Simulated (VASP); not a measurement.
# TiAl3 (I4/mmm) in VASP: a series of runs, part 2 of 2

VASP 6.6.1. Earlier steps stand in the parts before.

## 3. Single point, PBE

This run uses another cell than the first one, of 15.63 Å³/atom.

INCAR reads:

```
SYSTEM = TiAl3
  ALGO = Fast
  EDIFF = 1E-6
  ENCUT = 520
  GGA = PE
  ISIF = 2
  ISMEAR = -1
  LASPH = .True.
  LCHARG = .False.
  LREAL = .False.
  LWAVE = .False.
  NBANDS = 18
  NELM = 80
  PREC = Accurate
  SIGMA = 0.05
```

KPOINTS reads:

```
k-points
0
Gamma
  8 8 8
  0 0 0
```

POSCAR reads:

```
TiAl3
1.0
   -1.9111067713      1.9111067713      4.2806687947
    1.9111067713     -1.9111067713      4.2806687947
    1.9111067713      1.9111067713     -4.2806687947
Ti Al
1 3
Direct
    0.0000000000      0.0000000000      0.0000000000
    0.2500000000      0.7500000000      0.5000000000
    0.7500000000      0.2500000000      0.5000000000
    0.5000000000      0.5000000000      0.0000000000
```

Potentials or basis: VASP PAW PBE potentials, release 64 (Ti_sv, Al).

On the command line:

```console
$ cat potpaw_PBE.64/Ti_sv/POTCAR potpaw_PBE.64/Al/POTCAR > POTCAR
$ mpirun -np 1 vasp_std > vasp.out
```

OUTCAR:

```text
SYSTEM = TiAl3
   EDIFF = 1E-6
   ENCUT = 520
   GGA = PE
   ISIF = 2
   ISMEAR = -1
   LASPH = .True.
   LREAL = .False.
   NELM = 80
   PREC = Accurate

 ion  position               nearest neighbor table
   1  0.000  0.000  0.000-   4 2.70   4 2.70   4 2.70   4 2.70   3 2.87   2 2.87   3 2.87   2 2.87
                             3 2.87   3 2.87   2 2.87   2 2.87
   2  0.250  0.750  0.500-   3 2.70   3 2.70   3 2.70   3 2.70   4 2.87   1 2.87   4 2.87   4 2.87
                             1 2.87   1 2.87   4 2.87   1 2.87
[... 705 lines left out ...]
 [... further k-points ...]
[... 5 lines left out ...]
  --------------------------------------------------------------------------------------
  -------------------------------------------------------------------------------------
  Total        0.8225409      0.8225409      0.7878144      0.0000000      0.0000000      0.0000000
  in kB       21.0730100     21.0730100     20.1833370      0.0000000      0.0000000      0.0000000
  external PRESSURE =      20.7764523 kB  Pullay stress =       0.0000000 kB

 VOLUME and BASIS-vectors are now :
 -----------------------------------------------------------------------------
  energy-cutoff  :      520.00
  volume of cell :       62.54
      direct lattice vectors                 reciprocal lattice vectors
    -1.911106771  1.911106771  4.280668795     0.000000000  0.261628501  0.116804178
     1.911106771 -1.911106771  4.280668795     0.261628501  0.000000000  0.116804178
     1.911106771  1.911106771 -4.280668795     0.261628501  0.261628501  0.000000000

 POSITION                                       TOTAL-FORCE (eV/Angst)
 -----------------------------------------------------------------------------------
      0.00000      0.00000      0.00000         0.000000     -0.000000     -0.000000
      1.91111      0.00000      2.14033        -0.000000      0.000000      0.000000
      0.00000      1.91111      2.14033         0.000000     -0.000000     -0.000000
      0.00000      0.00000      4.28067         0.000000     -0.000000     -0.000000
 -----------------------------------------------------------------------------------
    total drift:                               -0.000000     -0.000000     -0.000000

  FREE ENERGIE OF THE ION-ELECTRON SYSTEM (eV)
  ---------------------------------------------------
  free  energy   TOTEN  =       -20.6644446417 eV

  energy  without entropy=      -20.6531057790  energy(sigma->0) =      -20.65877521
```

OSZICAR:

```text
N       E                     dE             d eps       ncg     rms          rms(c)
DAV:   1     0.122277587866E+03    0.12228E+03   -0.92351E+03  2124   0.109E+03
DAV:   2    -0.138683589327E+02   -0.13615E+03   -0.13217E+03  2164   0.283E+02
DAV:   3    -0.224341136253E+02   -0.85658E+01   -0.84453E+01  3312   0.668E+01
[... 20 lines left out ...]
RMM:  24    -0.206644399377E+02   -0.14831E-05   -0.23847E-05  3021   0.246E-02    0.203E-03
RMM:  25    -0.206644417638E+02   -0.18261E-05   -0.19547E-05  2222   0.147E-02    0.243E-03
RMM:  26    -0.206644427734E+02   -0.10096E-05   -0.11445E-05  2303   0.117E-02    0.174E-03
RMM:  27    -0.206644440216E+02   -0.12482E-05   -0.13934E-05  2130   0.953E-03    0.954E-04
RMM:  28    -0.206644446417E+02   -0.62002E-06   -0.71207E-06  1862   0.809E-03
   1 F= -.20664445E+02 E0= -.20658775E+02  d E =-.113389E-01
```

stdout:

```text
POSCAR found type information on POSCAR TiAl
 POSCAR found :  2 types and       4 ions
 scaLAPACK will be used
 LDA part: xc-table for (Slater+PW92), standard interpolation
 POSCAR, INCAR and KPOINTS ok, starting setup
 FFT: planning ... GRIDC
 FFT: planning ... GRID_SOFT
 FFT: planning ... GRID
 WAVECAR not read
 entering main loop
WARNING in EDDRMM: call to ZHEGV failed, returncode =   6  3     12
```

Run time: 8.1 min. Hardware: 1 thread of Intel Xeon 8259CL, shared host; peak memory 0.27 GiB.

What came out:

- Free energy: -20.6644 eV
- Pressure: 2.1 GPa
- Band gap on the k mesh: zero (an odd number of electrons rules out a gap without spin polarisation)

## 4. Single point, PBE

This run uses another cell than the first one, of 15.95 Å³/atom.

INCAR reads:

```
ALGO = Normal
EDIFF = 1E-6
ENCUT = 520
GGA = PE
ISIF = 2
ISMEAR = -1
LASPH = T
LCHARG = T
LELF = T
LREAL = F
LVHAR = T
LWAVE = F
NBANDS = 18
NELM = 100
PREC = Accurate
SIGMA = 0.05
```

KPOINTS reads:

```
k-points
0
Gamma
  8 8 8
```

POSCAR reads:

```
TiAl3
1.0
   -1.9302178390      1.9302178390      4.2806687947
    1.9302178390     -1.9302178390      4.2806687947
    1.9302178390      1.9302178390     -4.2806687947
Ti Al
1 3
Direct
    0.0000000000      0.0000000000      0.0000000000
    0.2500000000      0.7500000000      0.5000000000
    0.7500000000      0.2500000000      0.5000000000
    0.5000000000      0.5000000000      0.0000000000
```

On the command line:

```console
$ cat potpaw_PBE.64/Ti_sv/POTCAR potpaw_PBE.64/Al/POTCAR > POTCAR
$ mpirun -np 1 vasp_std > vasp.out
```

Wall time 2.7 min (1 thread of Intel Xeon 8259CL, shared host); peak memory 0.27 GiB.

Results (log left out):

```yaml
Free_energy: -20.6697 eV
Pressure: -0.2 GPa
Band_gap_on_the_k_mesh: zero (an odd number of electrons rules out a gap without spin polarisation)
```

Stress tensor (GPa, compression positive):
```
-0.83  0.00  0.00
 0.00 -0.83  0.00
 0.00  0.00  1.00
```

Levels at points of the mesh, in eV from the Fermi level:
```tsv
k point	band 8	band 9	band 10	band 11	band 12	band 13	band 14	band 15
(0.00, 0.00, 0.00)	-1.40	-1.26	-1.26	0.79	1.65	1.65	2.22	2.28
(0.50, 0.00, 0.00)	-2.93	-1.09	-0.23	0.47	1.74	2.00	2.66	3.05
(0.50, 0.50, 0.00)	-3.73	-2.73	-2.18	-0.96	1.70	1.87	2.72	2.78
(0.50, 0.50, 0.50)	-1.00	-1.00	-0.23	0.68	0.68	0.91	3.04	4.57
```

## 5. The runs side by side

```csv
cell,gap on the mesh (eV),pressure (GPa)
"a = 5.048 Å, angles 136.0, 136.0, 64.0°, 4 atoms",none,4.5
"a = 5.062 Å, angles 135.6, 135.6, 64.5°, 4 atoms",none,2.1
"a = 5.077 Å, angles 135.3, 135.3, 65.1°, 4 atoms",none,-0.2
```

Alike in all rows: task single point; level PBE; potentials or basis VASP PAW PBE potentials, release 64 (Ti_sv, Al); no spin polarisation; k mesh 8 × 8 × 8; cutoff (eV) 520; smearing fermi-dirac 0.05 eV.

Caveats: the cell stands under pressure (at least some runs).

Absolute energies hang on the potentials; compare differences alone.
